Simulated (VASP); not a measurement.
Set up this calculation in VASP 6.6.1, as the native input.

```
Task                   : single point
Functional             : PBE
Potentials or basis    : VASP PAW PBE potentials, release 64 (Sn_d, Te)
Cutoff                 : 500 eV
k mesh                 : 6 × 6 × 6
Occupations            : gaussian, width 0.01 eV
Spin                   : no spin polarisation
Dipole correction      : no
Further INCAR settings : ALGO = Normal; EDIFF = 1e-06; NBANDS = 17
```

The structure of SnTe lies in POSCAR:

```
SnTe
1.0
    0.0000000000      3.1820485636      3.1820485636
    3.1820485636      0.0000000000      3.1820485636
    3.1820485636      3.1820485636      0.0000000000
Sn Te
1 1
Direct
    0.0000000000      0.0000000000      0.0000000000
    0.5000000000      0.5000000000      0.5000000000
```

These files were run (other wordings do the same):

INCAR

```
SYSTEM = SnTe
ALGO     = Normal         ! electronic algorithm
EDIFF    = 1E-6           ! SCF threshold, eV
ENCUT    = 500            ! plane-wave cutoff, eV
GGA      = PE             ! functional
GGA_COMPAT= .FALSE.      
ISIF     = 2              ! what is computed and relaxed
ISMEAR   = 0              ! smearing method
LASPH    = .TRUE.         ! aspherical terms in the spheres
LCHARG   = .FALSE.        ! write CHGCAR
LREAL    = .FALSE.        ! projectors in reciprocal space
LWAVE    = .FALSE.        ! write WAVECAR
NBANDS   = 17             ! bands
NELM     = 120            ! most SCF steps
PREC     = Accurate       ! precision mode
SIGMA    = 0.01           ! smearing width, eV
```

KPOINTS

```
k-points
0
G
  6 6 6
  0 0 0
```

Potentials or basis: VASP PAW PBE potentials, release 64 (Sn_d, Te).

The run is started by

```bash
$ cat potpaw_PBE.64/Sn_d/POTCAR potpaw_PBE.64/Te/POTCAR > POTCAR
$ mpirun -np 1 vasp_std > vasp.out
```

It gave:

| Quantity | Value |
| --- | --- |
| Pressure | 0.8 GPa |
| Band gap on the k mesh | 0.01 eV, direct |

Caveat: spin-orbit coupling is left out, which moves the levels of the heavy elements.

Wall time 20 s on 1 thread of AMD EPYC 9R14, on a shared host, peak memory 0.17 GiB.
